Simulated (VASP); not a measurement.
# Ca (Fm-3m) in VASP: notebook

Ca is run at these levels: PBEsol+D3(BJ); tasks: single point.

Everything below comes from runs of VASP 6.6.1. Logs are shortened: lines on timing, memory, paths and dates and some standing lists are left out, and cuts for length are marked.

## Step 1: The cell of the first run

The structure is cubic, space group Fm-3m (No. 225). The conventional cell has a = 5.363 Å, b = 5.363 Å, c = 5.363 Å, α = 90.00°, β = 90.00°, γ = 90.00°. Ca (site symmetry m-3m) has 12 Ca at 3.79 Å within 5.0 Å.

## Step 2: Single point, PBEsol+D3(BJ)

INCAR

```
PREC     = Accurate       # precision mode
ENCUT    = 520            # plane-wave cutoff, eV
EDIFF    = 1E-6           # SCF threshold, eV
ISMEAR   = -1             # smearing method
SIGMA    = 0.05           # smearing width, eV
LREAL    = False          # projectors in reciprocal space
LASPH    = True           # aspherical terms in the spheres
NELM     = 60             # most SCF steps
ALGO     = Normal         # electronic algorithm
ISIF     = 2              # what is computed and relaxed
LWAVE    = False          # write WAVECAR
LCHARG   = False          # write CHGCAR
GGA      = PS             # functional
IVDW     = 12             # dispersion correction
NBANDS   = 11             # bands
```

KPOINTS

```
regular mesh
0
Gamma
  7 7 7
```

POSCAR

```
Ca
1.0
    0.0000000000      2.6814828250      2.6814828250
    2.6814828250      0.0000000000      2.6814828250
    2.6814828250      2.6814828250      0.0000000000
Ca
1
Direct
    0.0000000000      0.0000000000      0.0000000000
```

Potentials or basis: VASP PAW PBE potentials, release 64 (Ca_sv).

Run with:

```
> cat potpaw_PBE.64/Ca_sv/POTCAR > POTCAR
> mpirun -np 1 vasp_std > vasp.out
```

OUTCAR:

```text
PREC = Accurate
   ENCUT = 520
   EDIFF = 1E-6
   ISMEAR = -1
   LREAL = False
   LASPH = True
   NELM = 60
   ISIF = 2
   GGA = PS
   IVDW = 12
 IVDW          = 12

 ion  position               nearest neighbor table
   1  0.000  0.000  0.000-

  LATTYP: Found a face centered cubic cell.
 ALAT       =     5.3629656500

  Lattice vectors:

 A1 = (   0.0000000000,   2.6814828250,   2.6814828250)
 A2 = (   2.6814828250,   0.0000000000,   2.6814828250)
 A3 = (   2.6814828250,   2.6814828250,   0.0000000000)

Analysis of symmetry for initial positions (statically):
=====================================================================
 Subroutine PRICEL returns:
 Original cell was already a primitive cell.

 Routine SETGRP: Setting up the symmetry group for a
 face centered cubic supercell.

 Subroutine GETGRP returns: Found 48 space group operations
 (whereof 48 operations were pure point group operations)
 out of a pool of 48 trial point group operations.

The static configuration has the point symmetry O_h .

Analysis of symmetry for dynamics (positions and initial velocities):
=====================================================================
 Subroutine PRICEL returns:
 Original cell was already a primitive cell.

 Routine SETGRP: Setting up the symmetry group for a
 face centered cubic supercell.

 Subroutine GETGRP returns: Found 48 space group operations
 (whereof 48 operations were pure point group operations)
 out of a pool of 48 trial point group operations.

The dynamic configuration has the point symmetry O_h .

 Subroutine INISYM returns: Found 48 space group operations
 (whereof 48 operations are pure point group operations),
 and found     1 'primitive' translations

----------------------------------------------------------------------------------------

                                     Primitive cell

  volume of cell :      38.5616

  direct lattice vectors                    reciprocal lattice vectors
     0.000000000  2.681482825  2.681482825    -0.186463995  0.186463995  0.186463995
     2.681482825  0.000000000  2.681482825     0.186463995 -0.186463995  0.186463995
     2.681482825  2.681482825  0.000000000     0.186463995  0.186463995 -0.186463995

  length of vectors
     3.792189378  3.792189378  3.792189378     0.322965113  0.322965113  0.322965113

  position of ions in fractional coordinates (direct lattice)
     0.000000000  0.000000000  0.000000000

  ion indices of the primitive-cell ions
   primitive index   ion index
                 1           1

----------------------------------------------------------------------------------------

 KPOINTS: regular mesh

Automatic generation of k-mesh.
 Grid dimensions read from file:
 generate k-points for:    7    7    7

 Generating k-lattice:

  Cartesian coordinates                     Fractional coordinates (reciprocal lattice)
    -0.026637714  0.026637714  0.026637714     0.142857143  0.000000000  0.000000000
     0.026637714 -0.026637714  0.026637714     0.000000000  0.142857143  0.000000000
     0.026637714  0.026637714 -0.026637714     0.000000000  0.000000000  0.142857143

  Length of vectors
     0.046137873  0.046137873  0.046137873

  Shift w.r.t. Gamma in fractional coordinates (k-lattice)
     0.000000000  0.000000000  0.000000000

 Subroutine IBZKPT returns following result:
 ===========================================

 Found     20 irreducible k-points:

 Following reciprocal coordinates:
            Coordinates               Weight
  0.000000  0.000000  0.000000      1.000000
  0.142857  0.000000  0.000000      8.000000
  0.285714  0.000000  0.000000      8.000000
  0.428571  0.000000  0.000000      8.000000
  0.142857  0.142857  0.000000      6.000000
  0.285714  0.142857  0.000000     24.000000
[... 12 lines left out ...]
 -0.428571  0.428571  0.142857     24.000000
 -0.285714  0.428571  0.142857     24.000000
   k-points           NKPTS =     20   k-points in BZ     NKDIM =     20   number of bands    NBANDS=     11
   number of dos      NEDOS =    301   number of ions     NIONS =      1
   total plane-waves  NPLWV =  21952
   dimension x,y,z NGX =    28 NGY =   28 NGZ =   28
   dimension x,y,z NGXF=    56 NGYF=   56 NGZF=   56
   ions per type =               1
   NGX,Y,Z   is equivalent  to a cutoff of  12.27, 12.27, 12.27 a.u.
   NGXF,Y,Z  is equivalent  to a cutoff of  24.55, 24.55, 24.55 a.u.
 SYSTEM =  unknown system
   PREC   = accura    normal or accurate (medium, high low for compatibility)
   ISTART =      0    job   : 0-new  1-cont  2-samecut
   ICHARG =      2    charge: 1-file 2-atom 10-const
   ISPIN  =      1    spin polarized calculation?
   LNONCOLLINEAR =      F non collinear calculations
   LSORBIT =      F    spin-orbit coupling
   LASPH  =      T    aspherical Exc in radial PAW
   ENCUT  =  520.0 eV  38.22 Ry    6.18 a.u.   7.05  7.05  7.05*2*pi/ulx,y,z
   NELM   =     60;   NELMIN=  2; NELMDL= -5     # of ELM steps
   EDIFF  = 0.1E-05   stopping-criterion for ELM
   LREAL  =      F    real-space projection
   EDIFFG = 0.1E-04   stopping-criterion for IOM
   NSW    =      0    number of steps for IOM
   IBRION =     -1    ionic relax: 0-MD 1-quasi-New 2-CG
   NFREE  =      0    steps in history (QN), initial steepest desc. (CG)
   ISIF   =      2    stress and relaxation
   ISYM   =      2    0-nonsym 1-usesym 2-fastsym
   POTIM  = 0.5000    time-step for ionic-motion
   TEBEG  =    0.0;   TEEND  =   0.0 temperature during run
   PSTRESS=    0.0 pullay stress
   NELECT =      10.0000    total number of electrons
   NUPDOWN=      -1.0000    fix difference up-down
   EMIN   =  10.00;   EMAX   =-10.00  energy-range for DOS
   EFERMI =   0.00;   METHOD = LEGACY
   ISMEAR =    -1;   SIGMA  =   0.05  broadening in eV -4-tet -1-fermi 0-gaus
   EFERMI_NEDOS =   21; number of points for ismear=-14 and -15
   IALGO  =     38    algorithm
   IMIX   =      4    mixing-type and parameters
     AMIX     =   0.40;   BMIX     =  1.00
     AMIX_MAG =   1.60;   BMIX_MAG =  1.00
  volume/ion in A,a.u.               =      38.56       260.23
  Fermi-wavevector in a.u.,A,eV,Ry     =   1.043974  1.972825 14.828750  1.089882
  Thomas-Fermi vector in A             =   2.178707
   LORBIT       =      0    0 simple, 1 ext, 2 COOP (PROOUT), +10 PAW based schemes
   GGA     = PS    functional components
   LHFCALC =     F    Hartree Fock is set to
   AEXX    =    0.0000 exact exchange contribution
   IVDW    =    12    specifies the selected vdW correction
   LEPSILON=     F    determine dielectric tensor
   LRPA    =     F    only Hartree local field effects (RPA)
 non-spin polarized calculation
  energy-cutoff  :      520.00
  volume of cell :       38.56
 maximum number of plane-waves:      1051
   NGX = 15   NGY = 15   NGZ = 15

 number of electron      10.0000003 magnetization

 Free energy of the ion-electron system (eV)
  ---------------------------------------------------
  ext. energy  EPLUGINS =         0.00000000
  ---------------------------------------------------
  free energy    TOTEN  =        -2.13616620 eV

  energy without entropy =       -2.12414496  energy(sigma->0) =       -2.13015558

 E-fermi :   2.2806     XC(G=0):  -8.1030

 val. band max:        2.2539604966   @ k =  -0.4286   0.1429   0.0000
 cond. band min:       2.3203096369   @ k =  -0.2857   0.4286   0.1429
 fundamental gap:      0.0663491403
 Fermi energy:         2.2805542318

 k-point     1 :       0.0000    0.0000    0.0000
  band No.  band energies     occupation
      1     -39.3876      2.00000
      2     -20.3645      2.00000
      3     -20.3645      2.00000
      4     -20.3645      2.00000
      5      -1.9388      2.00000
      6       4.6937      0.00000
      7       4.6937      0.00000
      8       4.6937      0.00000
      9       5.8925      0.00000
     10       5.8925      0.00000
     11      11.7795      0.00000

 k-point     2 :       0.1429    0.0000    0.0000
  band No.  band energies     occupation
      1     -39.3836      2.00000
      2     -20.4021      2.00000
      3     -20.3695      2.00000
      4     -20.3695      2.00000
      5      -1.5658      2.00000
      6       4.3091      0.00000
      7       4.8168      0.00000
      8       4.8168      0.00000
      9       5.7972      0.00000
     10       5.7972      0.00000
     11      11.9326      0.00000

 k-point     3 :       0.2857    0.0000    0.0000
  band No.  band energies     occupation
      1     -39.3746      2.00000
      2     -20.4852      2.00000
      3     -20.3808      2.00000
      4     -20.3808      2.00000
      5      -0.5377      2.00000
      6       3.4819      0.00000
      7       4.8005      0.00000
      8       4.8005      0.00000
      9       6.0178      0.00000
     10       6.0178      0.00000
     11       9.7362      0.00000

 k-point     4 :       0.4286    0.0000    0.0000
  band No.  band energies     occupation
      1     -39.3674      2.00000
      2     -20.5507      2.00000
      3     -20.3897      2.00000
      4     -20.3897      2.00000
      5       0.8128      2.00000
      6       2.5048      0.02232
      7       4.5990      0.00000
      8       4.5990      0.00000
      9       6.5615      0.00000
     10       6.5615      0.00000
     11       8.2116      0.00000
[... 183 lines left out ...]
 k-point    18 :      -0.4286    0.2857    0.1429
  band No.  band energies     occupation
      1     -39.3629      2.00000
      2     -20.5221      2.00000
      3     -20.4501      2.00000
      4     -20.4097      2.00000
      5       1.5596      2.00000
      6       2.6884      0.00057
      7       3.6254      0.00000
      8       5.1731      0.00000
      9       6.3357      0.00000
     10       7.0995      0.00000
     11       8.0703      0.00000

 k-point    19 :      -0.4286    0.4286    0.1429
  band No.  band energies     occupation
      1     -39.3605      2.00000
      2     -20.5243      2.00000
      3     -20.4528      2.00000
      4     -20.4306      2.00000
      5       1.7741      1.99992
      6       2.8821      0.00001
      7       3.3001      0.00000
      8       5.6847      0.00000
      9       6.5971      0.00000
     10       7.1475      0.00000
     11       8.4082      0.00000

 k-point    20 :      -0.2857    0.4286    0.1429
  band No.  band energies     occupation
      1     -39.3599      2.00000
      2     -20.4998      2.00000
      3     -20.4880      2.00000
      4     -20.4275      2.00000
      5       2.3203      0.62215
      6       2.8114      0.00005
      7       3.0649      0.00000
      8       5.2297      0.00000
      9       6.6462      0.00000
     10       7.3509      0.00000
     11       8.0185      0.00000

------------------------ aborting loop because EDIFF is reached ----------------------------------------

 Edisp (eV)   -0.26267

 E8    (eV) :    -0.1901

  FORCE on cell =-STRESS in cart. coord.  units (eV):
  Direction    XX          YY          ZZ          XY          YZ          ZX
  --------------------------------------------------------------------------------------
  -------------------------------------------------------------------------------------
  Total      -0.02191    -0.02191    -0.02191     0.00000     0.00000     0.00000
  in kB      -0.91037    -0.91037    -0.91037     0.00000     0.00000     0.00000
  external pressure =       -0.91 kB  Pullay stress =        0.00 kB

 VOLUME and BASIS-vectors are now :
 -----------------------------------------------------------------------------
  energy-cutoff  :      520.00
  volume of cell :       38.56
      direct lattice vectors                 reciprocal lattice vectors
     0.000000000  2.681482825  2.681482825    -0.186463995  0.186463995  0.186463995
     2.681482825  0.000000000  2.681482825     0.186463995 -0.186463995  0.186463995
     2.681482825  2.681482825  0.000000000     0.186463995  0.186463995 -0.186463995

 POSITION                                       TOTAL-FORCE (eV/Angst)
 -----------------------------------------------------------------------------------
      0.00000      0.00000      0.00000        -0.000000     -0.000000      0.000000
 -----------------------------------------------------------------------------------
    total drift:                               -0.000000     -0.000000     -0.000000

  FREE ENERGIE OF THE ION-ELECTRON SYSTEM (eV)
  ---------------------------------------------------
  free  energy   TOTEN  =        -2.3988362602 eV

  energy  without entropy=       -2.3868150190  energy(sigma->0) =       -2.39282564
```

Run time: 4.9 s. Hardware: 1 thread of AMD EPYC 9R45 (Zen 5), shared host; peak memory 0.13 GiB.

Results:

```yaml
Free_energy: -2.3988 eV
Pressure: -0.1 GPa
Band_gap_on_the_k_mesh: zero (band 5 reaches 2.32 eV, above the bottom of band 6 at 2.25 eV)
Dispersion_energy_per_atom: -0.263 eV
```

Levels at points of the mesh, in eV from the Fermi level:
```tsv
k point	band 1	band 2	band 3	band 4	band 5	band 6	band 7	band 8	band 9	band 10
(0.00, 0.00, 0.00)	-41.67	-22.65	-22.65	-22.65	-4.22	2.41	2.41	2.41	3.61	3.61
```

Caveat: three body term missing; the PAW data sets were made with another functional, which shifts forces and pressure a little; pairwise dispersion overbinds metals, which lowers pressure and volume.

## Step 3: Single point, PBEsol+D3(BJ)

This run uses another cell than the first one, of 43.63 Å³/atom, 1.131 times its volume.

INCAR

```
SYSTEM = Ca
ALGO = Normal ; EDIFF = 1E-7
ENCUT = 520 ; GGA = PS
ISIF = 2 ; ISMEAR = -1
IVDW = 12 ; LASPH = .True.
LCHARG = .True. ; LELF = .True.
LREAL = .False. ; LVHAR = .True.
LWAVE = .False. ; NBANDS = 11
NELM = 100 ; PREC = Accurate
SIGMA = 0.05
```

KPOINTS

```
k-points
0
Gamma
  7 7 7
  0 0 0
```

POSCAR

```
Ca
1.0
    0.0000000000      2.7942000000      2.7942000000
    2.7942000000      0.0000000000      2.7942000000
    2.7942000000      2.7942000000      0.0000000000
Ca
1
Direct
    0.0000000000      0.0000000000      0.0000000000
```

Potentials or basis: VASP PAW PBE potentials, release 64 (Ca_sv).

Run with:

```
> cat potpaw_PBE.64/Ca_sv/POTCAR > POTCAR
> mpirun -np 1 vasp_std > vasp.out
```

Wall time 7.1 s (1 thread of AMD EPYC 9R45 (Zen 5), shared host); peak memory 0.14 GiB.

It converged, with:

* Free energy: -2.3643 eV
* Pressure: -2.0 GPa
* Band gap on the k mesh: zero (band 5 reaches 1.87 eV, above the bottom of band 6 at 1.70 eV)
* Dispersion energy per atom: -0.231 eV

Levels at points of the mesh, in eV from the Fermi level:
| k point | band 2 | band 3 | band 4 | band 5 | band 6 | band 7 | band 8 | band 9 |
| --- | --- | --- | --- | --- | --- | --- | --- | --- |
| (0.00, 0.00, 0.00) | -22.94 | -22.94 | -22.94 | -3.99 | 2.26 | 2.26 | 2.26 | 3.30 |

Caveat: three body term missing; the PAW data sets were made with another functional, which shifts forces and pressure a little; pairwise dispersion overbinds metals, which lowers pressure and volume.
